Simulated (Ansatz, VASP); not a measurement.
# Ag in VASP and in Ansatz

```
CELL_PARAMETERS angstrom
-1.73844 1.73844 1.73844
1.73844 -1.73844 1.73844
1.73844 1.73844 -1.73844
ATOMIC_POSITIONS crystal
Ag 0.00000 0.00000 0.00000
```

Change from the starting cell: strain +0.050 along x and y, +0.050 along z, atoms carried along.

Alike in both runs: task single point; functional LDA; k mesh 20 × 20 × 20; occupations gaussian, width 0.15 eV; no spin polarisation.

|  | VASP | Ansatz |
| --- | --- | --- |
| version | VASP 6.6.1 | Ansatz 0.2.0 |
| potentials or method | VASP PAW LDA potentials, release 64 (Ag), cutoff 520 eV | scalar-relativistic, plane waves, PAW |
| valence electrons in the cell | 11 | 19 |

```tsv
	VASP	Ansatz	Ansatz less VASP
gap on the k mesh at the Fermi level (eV)	none	none	-
pressure (GPa)	-16.7	-16.8	-0.17
```

LDA's correlation is that of Perdew and Zunger in VASP and of Perdew and Wang (1992) in Ansatz. A gap of «none» marks a metal or a gap that the smearing closes. VASP's potentials hold 11 valence electrons a cell and Ansatz's 19, so a difference there can come from the potentials and not from the codes.
